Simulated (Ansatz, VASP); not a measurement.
# One calculation of Ag, two programs

File INCAR:

```
PREC     = Accurate       # precision mode
ENCUT    = 520            # plane-wave cutoff, eV
EDIFF    = 1E-6           # SCF threshold, eV
ISMEAR   = 0              # smearing method
SIGMA    = 0.15           # smearing width, eV
LREAL    = False          # projectors in reciprocal space
LASPH    = True           # aspherical terms in the spheres
NELM     = 60             # most SCF steps
ALGO     = Fast           # electronic algorithm
ISIF     = 2              # what is computed and relaxed
LWAVE    = False          # write WAVECAR
LCHARG   = True           # write CHGCAR
GGA      = PE             # functional
LELF     = True           # ELF
LVHAR    = True         
NBANDS   = 12             # bands
```

Contents of KPOINTS:

```
Automatic mesh
0
Gamma
  20 20 20
```

POSCAR

```
Ag
1.0
    0.0000000000      2.0431000000      1.9920225000
    2.0431000000      0.0000000000      1.9920225000
    2.0431000000      2.0431000000      0.0000000000
Ag
1
Direct
    0.0000000000      0.0000000000      0.0000000000
```

Input for Ansatz:

```yaml
crystal:
  lattice:
    - [0.0, 2.0431, 1.9920225]
    - [2.0431, 0.0, 1.9920225]
    - [2.0431, 2.0431, 0.0]
  atoms:
    - { symbol: Ag, position: [0.0, 0.0, 0.0] }
basis:
  ecutwfc: 420
kpoints:
  mp_grid: { grid: [20, 20, 20] }
hamiltonian:
  xc: pbe
scf:
  occupations: { method: gaussian, width: 0.15 }
output:
  forces: true
  stress: true
  eigenvalues: true
```

Change from the starting cell: strain +0.000 along x and y, -0.025 along z, atoms carried along.

Alike in both runs: task single point; functional PBE; k mesh 20 × 20 × 20; occupations gaussian, width 0.15 eV; no spin polarisation.

|  | VASP | Ansatz |
| --- | --- | --- |
| version | VASP 6.6.1 | Ansatz 0.2.0 |
| potentials or method | VASP PAW PBE potentials, release 64 (Ag), cutoff 520 eV | scalar-relativistic, plane waves, PAW |
| valence electrons in the cell | 11 | 19 |

Ansatz gave:

* gap on the k mesh at the Fermi level (eV): none
* pressure (GPa): 7.9
* traceless stress, the component that is largest in VASP (GPa): 0.67

Problem. What did VASP give for the same quantities?

Solution. gap on the k mesh at the Fermi level (eV): none; pressure (GPa): 7.7; traceless stress, the component that is largest in VASP (GPa): 0.66.

A gap of «none» marks a metal or a gap that the smearing closes. With one functional, cell and mesh, what is left measures potentials, basis and numerics. VASP's potentials hold 11 valence electrons a cell and Ansatz's 19, so a difference there can come from the potentials and not from the codes.
